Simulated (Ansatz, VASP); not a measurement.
TePb in VASP and in Ansatz

Contents of POSCAR:

```
TePb
1.0
    0.0000000000      3.2678368520      3.2678368520
    3.2678368520      0.0000000000      3.2678368520
    3.2678368520      3.2678368520      0.0000000000
Pb Te
1 1
Direct
    0.0000000000      0.0000000000      0.0000000000
    0.5000000000      0.5000000000      0.5000000000
```

INCAR.step1

```
SYSTEM = TePb
PREC     = Accurate       ! precision mode
ENCUT    = 520            ! plane-wave cutoff, eV
EDIFF    = 1E-5           ! SCF threshold, eV
ISMEAR   = 0              ! smearing method
SIGMA    = 0.01           ! smearing width, eV
LREAL    = .FALSE.        ! projectors in reciprocal space
LASPH    = .TRUE.         ! aspherical terms in the spheres
NELM     = 100            ! most SCF steps
ALGO     = Normal         ! electronic algorithm
ISIF     = 2              ! what is computed and relaxed
LWAVE    = .TRUE.         ! write WAVECAR
NBANDS   = 17             ! bands
GGA      = PE             ! functional
```

File INCAR.step2:

```
SYSTEM = TePb
PREC     = Accurate       ! precision mode
ENCUT    = 520            ! plane-wave cutoff, eV
EDIFF    = 1E-7           ! SCF threshold, eV
ISMEAR   = 0              ! smearing method
SIGMA    = 0.01           ! smearing width, eV
LREAL    = .FALSE.        ! projectors in reciprocal space
LASPH    = .TRUE.         ! aspherical terms in the spheres
NELM     = 100            ! most SCF steps
ALGO     = Normal         ! electronic algorithm
ISIF     = 2              ! what is computed and relaxed
LWAVE    = .FALSE.        ! write WAVECAR
LCHARG   = .TRUE.         ! write CHGCAR
GGA      = PE             ! functional
LHFCALC  = .TRUE.         ! exact exchange
AEXX     = 1.0            ! exact-exchange fraction
ALDAC    = 0.0          
AGGAC    = 0.0          
PRECFOCK = Normal       
LELF     = .TRUE.         ! ELF
LVHAR    = .TRUE.       
NBANDS   = 17             ! bands
ISTART   = 1
```

The input KPOINTS:

```
Automatic mesh
0
G
  4 4 4
  0 0 0
```

Input for Ansatz:

```yaml
crystal:
  lattice:
    - [0.0, 3.267836852, 3.267836852]
    - [3.267836852, 0.0, 3.267836852]
    - [3.267836852, 3.267836852, 0.0]
  atoms:
    - { symbol: Pb, position: [0.0, 0.0, 0.0] }
    - { symbol: Te, position: [0.5, 0.5, 0.5] }
kpoints:
  mp_grid: { grid: [4, 4, 4] }
hamiltonian:
  xc: hf
scf:
  occupations: { method: fixed }
  n_extra_bands: 4
output:
  forces: true
  stress: true
  eigenvalues: true
```

Alike in both runs: task single point; functional HF; k mesh 4 × 4 × 4; no spin polarisation.

```csv
,VASP,Ansatz
version,VASP 6.6.1,Ansatz 0.2.0
potentials or method,"VASP PAW PBE potentials, release 64 (Pb_d, Te)",plane waves
plane-wave cutoff (eV),520,420
occupations,"gaussian, width 0.01 eV",fixed
valence electrons in the cell,20,30
```

VASP gave:

```
gap on the k mesh at the Fermi level (eV) : 5.33
pressure (GPa)                            : 3.2
```

Q: What did Ansatz give for the same quantities?

A: gap on the k mesh at the Fermi level (eV): 5.49; pressure (GPa): 5.2.

VASP's potentials were made for PBE, not for HF. VASP's potentials hold 20 valence electrons a cell and Ansatz's 30, so a difference there can come from the potentials and not from the codes. Ansatz's warnings: stress exchange threshold loose, stress scf threshold loose.

Neither program's run includes spin-orbit coupling.
